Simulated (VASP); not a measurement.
# AlSn (P-6m2) in VASP: further runs, part 2 of 2

VASP 6.6.1.

## (5) Single point, PBEsol (20.19 Å³/atom)

This run uses another cell than the first one, of 20.19 Å³/atom.

INCAR reads:

```
PREC     = Accurate       # precision mode
ENCUT    = 520            # plane-wave cutoff, eV
EDIFF    = 1E-6           # SCF threshold, eV
ISMEAR   = -1             # smearing method
SIGMA    = 0.05           # smearing width, eV
LREAL    = False          # projectors in reciprocal space
LASPH    = True           # aspherical terms in the spheres
NELM     = 60             # most SCF steps
ALGO     = Normal         # electronic algorithm
ISIF     = 2              # what is computed and relaxed
LWAVE    = False          # write WAVECAR
LCHARG   = False          # write CHGCAR
GGA      = PS             # functional
NBANDS   = 16             # bands
```

KPOINTS reads:

```
Automatic mesh
0
Gamma
  10 10 11
```

POSCAR reads:

```
AlSn
1.0
    3.8971760296      0.0000000000      0.0000000000
   -1.9485880148      3.3750534446      0.0000000000
    0.0000000000      0.0000000000      3.0698048219
Al Sn
1 1
Direct
    0.0000000000      0.0000000000      0.0000000000
    0.3333333333      0.6666666667      0.5000000000
```

Potentials or basis: VASP PAW PBE potentials, release 64 (Al, Sn_d).

On the command line:

```bash
> cat potpaw_PBE.64/Al/POTCAR potpaw_PBE.64/Sn_d/POTCAR > POTCAR
> mpirun -np 1 vasp_std > vasp.out
```

OUTCAR:

```text
PREC = Accurate
   ENCUT = 520
   EDIFF = 1E-6
   ISMEAR = -1
   LREAL = False
   LASPH = True
   NELM = 60
   ISIF = 2
   GGA = PS

 ion  position               nearest neighbor table
   1  0.000  0.000  0.000-   2 2.72   2 2.72   2 2.72   2 2.72   2 2.72   2 2.72
   2  0.333  0.667  0.500-   1 2.72   1 2.72   1 2.72   1 2.72   1 2.72   1 2.72

  LATTYP: Found a hexagonal cell.
 ALAT       =     3.8971760296
 C/A-ratio  =     0.7876998110

  Lattice vectors:

 A1 = (   3.8971760296,   0.0000000000,   0.0000000000)
 A2 = (  -1.9485880148,   3.3750534446,   0.0000000000)
 A3 = (   0.0000000000,   0.0000000000,   3.0698048219)

Analysis of symmetry for initial positions (statically):
=====================================================================
 Subroutine PRICEL returns:
 Original cell was already a primitive cell.

 Routine SETGRP: Setting up the symmetry group for a
 hexagonal supercell.

 Subroutine GETGRP returns: Found 12 space group operations
 (whereof 12 operations were pure point group operations)
 out of a pool of 24 trial point group operations.

The static configuration has the point symmetry D_3h.

Analysis of symmetry for dynamics (positions and initial velocities):
=====================================================================
 Subroutine PRICEL returns:
 Original cell was already a primitive cell.

 Routine SETGRP: Setting up the symmetry group for a
 hexagonal supercell.

 Subroutine GETGRP returns: Found 12 space group operations
 (whereof 12 operations were pure point group operations)
 out of a pool of 24 trial point group operations.

The dynamic configuration has the point symmetry D_3h.

 Subroutine INISYM returns: Found 12 space group operations
 (whereof 12 operations are pure point group operations),
 and found     1 'primitive' translations

----------------------------------------------------------------------------------------
[... 111 lines left out ...]
   IMIX   =      4    mixing-type and parameters
     AMIX     =   0.40;   BMIX     =  1.00
     AMIX_MAG =   1.60;   BMIX_MAG =  1.00
  volume/ion in A,a.u.               =      20.19       136.24
  Fermi-wavevector in a.u.,A,eV,Ry     =   1.226998  2.318691 20.483912  1.505525
  Thomas-Fermi vector in A             =   2.361978
   LORBIT       =      0    0 simple, 1 ext, 2 COOP (PROOUT), +10 PAW based schemes
   GGA     = PS    functional components
   LHFCALC =     F    Hartree Fock is set to
   AEXX    =    0.0000 exact exchange contribution
   IVDW    =     0    specifies the selected vdW correction
   LEPSILON=     F    determine dielectric tensor
   LRPA    =     F    only Hartree local field effects (RPA)
 non-spin polarized calculation
  energy-cutoff  :      520.00
  volume of cell :       40.38
 maximum number of plane-waves:      1109
 NGX is ok and might be reduce to    30
   NGX = 15   NGY = 15   NGZ = 11

 number of electron      17.0000003 magnetization

 Free energy of the ion-electron system (eV)
  ---------------------------------------------------
  ext. energy  EPLUGINS =         0.00000000
  ---------------------------------------------------
  free energy    TOTEN  =        -7.64280618 eV

  energy without entropy =       -7.63468045  energy(sigma->0) =       -7.63874331

 E-fermi :   8.8140     XC(G=0): -10.6366

 val. band max:        8.8099487466   @ k =   0.3000   0.0000   0.4545
 cond. band min:       8.8468404536   @ k =   0.2000   0.0000   0.2727
 fundamental gap:      0.0368917070
 Fermi energy:         8.8140445072

 k-point     1 :       0.0000    0.0000    0.0000
  band No.  band energies     occupation
      1     -12.7101      2.00000
      2     -12.4827      2.00000
      3     -12.4827      2.00000
      4     -12.4421      2.00000
      5     -12.4421      2.00000
      6      -3.2220      2.00000
[... 433 lines left out ...]
      3     -12.4687      2.00000
      4     -12.4586      2.00000
      5     -12.4375      2.00000
      6      -0.7992      2.00000
[... 8 lines left out ...]
     15      20.0964      0.00000
     16      20.5981      0.00000

 [... further k-points ...]

------------------------ aborting loop because EDIFF is reached ----------------------------------------

  FORCE on cell =-STRESS in cart. coord.  units (eV):
  Direction    XX          YY          ZZ          XY          YZ          ZX
  --------------------------------------------------------------------------------------
  -------------------------------------------------------------------------------------
  Total        3.7516615      3.7516615      4.2131878      0.0000000      0.0000000     -0.0000000
  in kB      148.8650623    148.8650623    167.1783215      0.0000000      0.0000000     -0.0000000
  external PRESSURE =     154.9694820 kB  Pullay stress =       0.0000000 kB

 VOLUME and BASIS-vectors are now :
 -----------------------------------------------------------------------------
  energy-cutoff  :      520.00
  volume of cell :       40.38
      direct lattice vectors                 reciprocal lattice vectors
     3.897176030  0.000000000  0.000000000     0.256596056  0.148145802  0.000000000
    -1.948588015  3.375053445  0.000000000     0.000000000  0.296291604  0.000000000
     0.000000000  0.000000000  3.069804822     0.000000000  0.000000000  0.325753609

 POSITION                                       TOTAL-FORCE (eV/Angst)
 -----------------------------------------------------------------------------------
      0.00000      0.00000      0.00000        -0.000000      0.000000      0.000000
     -0.00000      2.25004      1.53490         0.000000      0.000000      0.000000
 -----------------------------------------------------------------------------------
    total drift:                                0.000000     -0.000000     -0.000000

  FREE ENERGIE OF THE ION-ELECTRON SYSTEM (eV)
  ---------------------------------------------------
  free  energy   TOTEN  =        -7.6428061801 eV

  energy  without entropy=       -7.6346804451  energy(sigma->0) =       -7.63874331
```

stdout:

```text
POSCAR found type information on POSCAR AlSn
 POSCAR found :  2 types and       2 ions
 scaLAPACK will be used
 -----------------------------------------------------------------------------
|                                                                             |
|                                                                             |
|     You enforced a specific xc type in the INCAR file but a different       |
|     I HOPE YOU KNOW WHAT YOU ARE DOING!                                     |
|                                                                             |
 -----------------------------------------------------------------------------

 LDA part: xc-table for (Slater+PW92), standard interpolation
 POSCAR, INCAR and KPOINTS ok, starting setup
 FFT: planning ... GRIDC
 FFT: planning ... GRID_SOFT
 FFT: planning ... GRID
 WAVECAR not read
 entering main loop
```

It took 61 s on 1 thread of AMD EPYC 7R13, shared host; peak memory 0.16 GiB.

What came out:

- Free energy: -7.6428 eV
- Pressure: 15.5 GPa
- Band gap on the k mesh: zero (an odd number of electrons rules out a gap without spin polarisation)

Stress tensor (GPa, compression positive):
```
14.89  0.00  0.00
 0.00 14.89  0.00
 0.00  0.00 16.72
```

Caveat: the cell stands under pressure; the PAW data sets were made with another functional, which shifts forces and pressure a little; spin-orbit coupling is left out, which moves the levels of the heavy elements.

## (6) Summary

```csv
cell,gap on the mesh (eV),pressure (GPa)
"a = 3.637, b = 3.637, c = 2.865 Å, angles 90.0, 90.0, 120.0°, 2 atoms",none,52.0
"a = 3.814, b = 3.814, c = 3.004 Å, angles 90.0, 90.0, 120.0°, 2 atoms",none,24.2
"a = 3.897, b = 3.897, c = 3.070 Å, angles 90.0, 90.0, 120.0°, 2 atoms",none,15.5
```

Alike in all rows: task single point; level PBEsol; potentials or basis VASP PAW PBE potentials, release 64 (Al, Sn_d); no spin polarisation; k mesh 10 × 10 × 11; cutoff (eV) 520; smearing fermi-dirac 0.05 eV.

Caveats: the PAW data sets were made with another functional, which shifts forces and pressure a little; spin-orbit coupling is left out, which moves the levels of the heavy elements; the cell stands under pressure (at least some runs); the stress differs along the axes, from 49 to 57 GPa (at least some runs).

Absolute energies hang on the potentials; compare differences alone.

The gap in the log of VASP goes by the Fermi energy; the results here count the filled bands.